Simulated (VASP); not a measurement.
# Al2Cu (P4/mmm) in VASP: settings compared

Aim: see how the results for Al2Cu move with the level of theory and the settings. Levels: LDA, PBEsol, r2SCAN. Tasks: single point.

Program: VASP 6.6.1. These are calculated values, not measurements. Logs are shortened: lines on timing, memory, paths and dates and some standing lists are left out, and cuts for length are marked.

### 1 The cell of the first run

It takes space group P4/mmm (No. 123, tetragonal). The conventional cell has a = 4.105 Å, b = 4.105 Å, c = 2.891 Å, α = 90.00°, β = 90.00°, γ = 90.00°. Within 3.3 Å of Cu (site symmetry 4/mmm) lie 8 Al at 2.51 Å and 2 Cu at 2.89 Å. Al (site symmetry mmm) has 4 Cu at 2.51 Å and 6 Al at 2.89 to 2.90 Å within 3.3 Å.

### 2 Single point, LDA

The input, INCAR:

```
PREC = Accurate
ENCUT = 520
EDIFF = 1E-6
ISMEAR = -1
SIGMA = 0.05
LREAL = F
LASPH = T
NELM = 60
ALGO = Fast
ISIF = 2
LWAVE = F
LCHARG = F
GGA = CA
NBANDS = 16
```

The input, KPOINTS:

```
regular mesh
0
Gamma
  7 7 9
```

The input, POSCAR:

```
Al2Cu
1.0
    4.1051820000      0.0000000000      0.0000000000
    0.0000000000      4.1051820000      0.0000000000
    0.0000000000      0.0000000000      2.8913130000
Cu Al
1 2
Direct
    0.0000000000      0.0000000000      0.0000000000
    0.0000000000      0.5000000000      0.5000000000
    0.5000000000      0.0000000000      0.5000000000
```

Potentials or basis: VASP PAW LDA potentials, release 64 (Cu, Al).

On the command line:

```console
$ cat potpaw_LDA.64/Cu/POTCAR potpaw_LDA.64/Al/POTCAR > POTCAR
$ mpirun -np 1 vasp_std > vasp.out
```

OUTCAR:

```text
PREC = Accurate
   ENCUT = 520
   EDIFF = 1E-6
   ISMEAR = -1
   LREAL = F
   LASPH = T
   NELM = 60
   ISIF = 2
   GGA = CA

 ion  position               nearest neighbor table
   1  0.000  0.000  0.000-   2 2.51   3 2.51   2 2.51   3 2.51   2 2.51   2 2.51   3 2.51   3 2.51

   2  0.000  0.500  0.500-   1 2.51   1 2.51   1 2.51   1 2.51   3 2.90   3 2.90   3 2.90   3 2.90

   3  0.500  0.000  0.500-   1 2.51   1 2.51   1 2.51   1 2.51   2 2.90   2 2.90   2 2.90   2 2.90

  LATTYP: Found a simple tetragonal cell.
 ALAT       =     4.1051820000
 C/A-ratio  =     0.7043081159

  Lattice vectors:

 A1 = (   4.1051820000,   0.0000000000,   0.0000000000)
 A2 = (   0.0000000000,   4.1051820000,   0.0000000000)
 A3 = (   0.0000000000,   0.0000000000,   2.8913130000)

Analysis of symmetry for initial positions (statically):
=====================================================================
 Subroutine PRICEL returns:
 Original cell was already a primitive cell.

 Routine SETGRP: Setting up the symmetry group for a
 simple tetragonal supercell.

 Subroutine GETGRP returns: Found 16 space group operations
 (whereof 16 operations were pure point group operations)
 out of a pool of 16 trial point group operations.

The static configuration has the point symmetry D_4h.

Analysis of symmetry for dynamics (positions and initial velocities):
=====================================================================
 Subroutine PRICEL returns:
 Original cell was already a primitive cell.

 Routine SETGRP: Setting up the symmetry group for a
 simple tetragonal supercell.

 Subroutine GETGRP returns: Found 16 space group operations
 (whereof 16 operations were pure point group operations)
 out of a pool of 16 trial point group operations.

The dynamic configuration has the point symmetry D_4h.

 Subroutine INISYM returns: Found 16 space group operations
 (whereof 16 operations are pure point group operations),
 and found     1 'primitive' translations

----------------------------------------------------------------------------------------

                                     Primitive cell

  volume of cell :      48.7259

  direct lattice vectors                    reciprocal lattice vectors
     4.105182000  0.000000000  0.000000000     0.243594559  0.000000000  0.000000000
     0.000000000  4.105182000  0.000000000     0.000000000  0.243594559  0.000000000
     0.000000000  0.000000000  2.891313000     0.000000000  0.000000000  0.345863627

  length of vectors
[... 82 lines left out ...]
   ENCUT  =  520.0 eV  38.22 Ry    6.18 a.u.   7.63  7.63  5.38*2*pi/ulx,y,z
   NELM   =     60;   NELMIN=  2; NELMDL= -5     # of ELM steps
   EDIFF  = 0.1E-05   stopping-criterion for ELM
   LREAL  =      F    real-space projection
   EDIFFG = 0.1E-04   stopping-criterion for IOM
   NSW    =      0    number of steps for IOM
   IBRION =     -1    ionic relax: 0-MD 1-quasi-New 2-CG
   NFREE  =      0    steps in history (QN), initial steepest desc. (CG)
   ISIF   =      2    stress and relaxation
   ISYM   =      2    0-nonsym 1-usesym 2-fastsym
   POTIM  = 0.5000    time-step for ionic-motion
   TEBEG  =    0.0;   TEEND  =   0.0 temperature during run
   PSTRESS=    0.0 pullay stress
   NELECT =      17.0000    total number of electrons
   NUPDOWN=      -1.0000    fix difference up-down
   EMIN   =  10.00;   EMAX   =-10.00  energy-range for DOS
   EFERMI =   0.00;   METHOD = LEGACY
   ISMEAR =    -1;   SIGMA  =   0.05  broadening in eV -4-tet -1-fermi 0-gaus
   EFERMI_NEDOS =   21; number of points for ismear=-14 and -15
   IALGO  =     68    algorithm
   IMIX   =      4    mixing-type and parameters
     AMIX     =   0.40;   BMIX     =  1.00
     AMIX_MAG =   1.60;   BMIX_MAG =  1.00
  volume/ion in A,a.u.               =      16.24       109.61
  Fermi-wavevector in a.u.,A,eV,Ry     =   1.152492  2.177894 18.071765  1.328237
  Thomas-Fermi vector in A             =   2.289142
   LORBIT       =      0    0 simple, 1 ext, 2 COOP (PROOUT), +10 PAW based schemes
   GGA     = CA    functional components
   LHFCALC =     F    Hartree Fock is set to
   AEXX    =    0.0000 exact exchange contribution
   IVDW    =     0    specifies the selected vdW correction
   LEPSILON=     F    determine dielectric tensor
   LRPA    =     F    only Hartree local field effects (RPA)
 non-spin polarized calculation
 RMM-DIIS sequential band-by-band and
  energy-cutoff  :      520.00
  volume of cell :       48.73
 maximum number of plane-waves:      1339
 NGX is ok and might be reduce to    32
   NGX = 15   NGY = 15   NGZ = 11

 number of electron      16.9999979 magnetization

 Free energy of the ion-electron system (eV)
  ---------------------------------------------------
  ext. energy  EPLUGINS =         0.00000000
  ---------------------------------------------------
  free energy    TOTEN  =       -13.18452562 eV

  energy without entropy =      -13.17227219  energy(sigma->0) =      -13.17839891

 E-fermi :   6.9517     XC(G=0): -10.5840

 val. band max:        6.9206956867   @ k =   0.1429   0.1429   0.4444
 cond. band min:       6.9923715607   @ k =   0.2857   0.2857   0.2222
 fundamental gap:      0.0716758740
 Fermi energy:         6.9516831713

 k-point     1 :       0.0000    0.0000    0.0000
  band No.  band energies     occupation
      1      -3.5602      2.00000
      2       1.4896      2.00000
      3       2.0100      2.00000
      4       2.6567      2.00000
      5       2.8315      2.00000
      6       2.8315      2.00000
[... 433 lines left out ...]
      3       2.1814      2.00000
      4       2.3705      2.00000
      5       2.5853      2.00000
      6       2.6021      2.00000
[... 8 lines left out ...]
     15      16.9151      0.00000
     16      17.6699      0.00000

 [... further k-points ...]
[... 5 lines left out ...]
  --------------------------------------------------------------------------------------
  -------------------------------------------------------------------------------------
  Total       -1.3232341     -1.3232341     -1.7134485      0.0000000      0.0000000      0.0000000
  in kB      -43.5098228    -43.5098228    -56.3406287      0.0000000      0.0000000      0.0000000
  external PRESSURE =     -47.7867581 kB  Pullay stress =       0.0000000 kB

 VOLUME and BASIS-vectors are now :
 -----------------------------------------------------------------------------
  energy-cutoff  :      520.00
  volume of cell :       48.73
      direct lattice vectors                 reciprocal lattice vectors
     4.105182000  0.000000000  0.000000000     0.243594559  0.000000000  0.000000000
     0.000000000  4.105182000  0.000000000     0.000000000  0.243594559  0.000000000
     0.000000000  0.000000000  2.891313000     0.000000000  0.000000000  0.345863627

 POSITION                                       TOTAL-FORCE (eV/Angst)
 -----------------------------------------------------------------------------------
      0.00000      0.00000      0.00000         0.000000      0.000000      0.000000
      0.00000      2.05259      1.44566         0.000000      0.000000      0.000000
      2.05259      0.00000      1.44566         0.000000      0.000000      0.000000
 -----------------------------------------------------------------------------------
    total drift:                               -0.000000     -0.000000      0.000000

  FREE ENERGIE OF THE ION-ELECTRON SYSTEM (eV)
  ---------------------------------------------------
  free  energy   TOTEN  =       -13.1845256243 eV

  energy  without entropy=      -13.1722721931  energy(sigma->0) =      -13.17839891
```

OSZICAR:

```text
N       E                     dE             d eps       ncg     rms          rms(c)
DAV:   1     0.616324000417E+02    0.61632E+02   -0.68171E+03  1600   0.112E+03
DAV:   2    -0.125627033083E+02   -0.74195E+02   -0.65853E+02  1720   0.203E+02
DAV:   3    -0.152131800615E+02   -0.26505E+01   -0.25845E+01  2184   0.430E+01
DAV:   4    -0.152694632271E+02   -0.56283E-01   -0.56256E-01  1856   0.541E+00
DAV:   5    -0.152721428083E+02   -0.26796E-02   -0.26795E-02  2528   0.137E+00    0.133E+01
RMM:   6    -0.166450217139E+02   -0.13729E+01   -0.30705E+01  2000   0.873E+01    0.112E+01
RMM:   7    -0.132411334267E+02    0.34039E+01   -0.86127E+00  1812   0.498E+01    0.123E+00
RMM:   8    -0.131987396631E+02    0.42394E-01   -0.72376E-01  1740   0.137E+01    0.142E+00
RMM:   9    -0.131835006839E+02    0.15239E-01   -0.10609E-01  1890   0.451E+00    0.386E-01
RMM:  10    -0.131848047819E+02   -0.13041E-02   -0.31685E-02  2086   0.237E+00    0.327E-01
RMM:  11    -0.131841047244E+02    0.70006E-03   -0.11484E-02  2138   0.124E+00    0.883E-02
RMM:  12    -0.131844489561E+02   -0.34423E-03   -0.40961E-03  2279   0.626E-01    0.342E-02
RMM:  13    -0.131845157073E+02   -0.66751E-04   -0.78251E-04  2275   0.277E-01    0.354E-02
RMM:  14    -0.131845264538E+02   -0.10746E-04   -0.30722E-04  2426   0.131E-01    0.165E-02
RMM:  15    -0.131845276775E+02   -0.12237E-05   -0.17629E-05  2132   0.303E-02    0.208E-02
RMM:  16    -0.131845254316E+02    0.22459E-05   -0.72595E-06  1853   0.397E-02    0.991E-03
RMM:  17    -0.131845256243E+02   -0.19271E-06   -0.18353E-06  1328   0.116E-02
   1 F= -.13184526E+02 E0= -.13178399E+02  d E =-.122534E-01
```

Run time: 45 s. Hardware: 1 thread of Intel Xeon 8259CL, shared host; peak memory 0.16 GiB.

What came out:

```yaml
Free_energy: -13.1845 eV
Pressure: -4.8 GPa
```

### 3 Single point, LDA

The input, INCAR:

```
SYSTEM = Al2Cu
PREC = Accurate
ENCUT = 520
EDIFF = 1E-6
ISMEAR = -1
SIGMA = 0.05
LREAL = .FALSE.
LASPH = .TRUE.
NELM = 60
ALGO = Normal
ISIF = 2
LWAVE = .FALSE.
LCHARG = .FALSE.
GGA = CA
NBANDS = 16
```

The input, KPOINTS:

```
Automatic mesh
0
G
  4 4 5
  0 0 0
```

POSCAR is that of step 2.

Potentials or basis: VASP PAW LDA potentials, release 64 (Cu, Al).

On the command line:

```console
$ cat potpaw_LDA.64/Cu/POTCAR potpaw_LDA.64/Al/POTCAR > POTCAR
$ mpirun -np 1 vasp_std > vasp.out
```

Wall time 13 s (1 thread of Intel Xeon 6975P-C, shared host); peak memory 0.14 GiB.

The run converged. Its results:

```
Free energy : -13.2572 eV
Pressure    : -4.7 GPa
```

Stress tensor (GPa, compression positive):
```
-4.35  0.00  0.00
 0.00 -4.35  0.00
 0.00  0.00 -5.29
```

Levels at points of the mesh, in eV from the Fermi level:
```csv
k point,band 5,band 6,band 7,band 8,band 9,band 10,band 11,band 12
"(0.00, 0.00, 0.00)",-4.11,-4.11,-2.36,-2.36,-0.17,0.89,5.87,6.09
"(0.50, 0.00, 0.00)",-4.37,-4.14,-4.10,-1.05,1.55,1.73,1.85,7.25
"(0.50, 0.50, 0.00)",-4.42,-4.24,-4.13,-4.13,-2.44,8.55,8.55,9.21
```

Caveat: the k points lie up to 0.43 Å⁻¹ apart.

(Continued in part 2 of 2.)
